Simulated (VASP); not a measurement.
Here is a VASP 6.6.1 calculation.

The input INCAR:

```
SYSTEM = Si3H2C4
ALGO     = Normal         ! electronic algorithm
DIPOL    = 0.5 0.5 0.355
EDIFF    = 1E-6           ! SCF threshold, eV
ENCUT    = 520            ! plane-wave cutoff, eV
GGA      = CA             ! functional
IDIPOL   = 3            
ISIF     = 2              ! what is computed and relaxed
ISMEAR   = 0              ! smearing method
LASPH    = .True.         ! aspherical terms in the spheres
LCHARG   = .True.         ! write CHGCAR
LDIPOL   = .True.       
LELF     = .True.         ! ELF
LREAL    = Auto         
LVACPOTAV= .True.       
LVHAR    = .True.       
LWAVE    = .False.        ! write WAVECAR
NBANDS   = 45             ! bands
NELM     = 100            ! most SCF steps
PREC     = Accurate       ! precision mode
SIGMA    = 0.05           ! smearing width, eV
```

Contents of KPOINTS:

```
k-points
0
Gamma
  4 8 1
  0 0 0
```

File POSCAR:

```
Si3H2C4
1.0
    6.1223116280      0.0000000000      0.0000000000
    0.0000000000      3.0611558140      0.0000000000
    0.0000000000      0.0000000000     19.9960979072
C Si H
8 6 4
Direct
    0.5000000000      0.5000000000      0.2326656844
    0.0000000000      0.5000000000      0.2326656844
    0.7500000000      0.0000000000      0.3409150060
    0.2500000000      0.0000000000      0.3409150060
   -0.0025657250      0.5000000000      0.4655674664
    0.5015205677      0.5000000000      0.4488705654
    0.3867903708      0.0000000000      0.5598806535
    0.6096858094      0.0000000000      0.5668320098
    0.2500000000      0.5000000000      0.2867903452
    0.7500000000      0.5000000000      0.2867903452
    0.5006302611      0.0000000000      0.3956609481
   -0.0015333115      0.0000000000      0.4030439945
    0.7197334231      0.5000000000      0.5165058247
    0.2749427175      0.5000000000      0.5129008381
    0.5000000000      0.2236746754      0.1987605550
    0.5000000000      0.7763253246      0.1987605550
    0.0000000000      0.7759774367      0.1986431602
    0.0000000000      0.2240225633      0.1986431602
```

Potentials or basis: VASP PAW LDA potentials, release 64 (C, Si, H).

Run with:

```console
$ cat potpaw_LDA.64/C/POTCAR potpaw_LDA.64/Si/POTCAR potpaw_LDA.64/H/POTCAR > POTCAR
$ mpirun -np 1 vasp_std > vasp.out
```

(1) What does it give for the band gap on the k mesh?

(2) What does it give for the largest force?

Answers

(1) zero (band 30 reaches 1.45 eV, above the bottom of band 31 at 0.57 eV).

(2) 2.098 eV/Å.
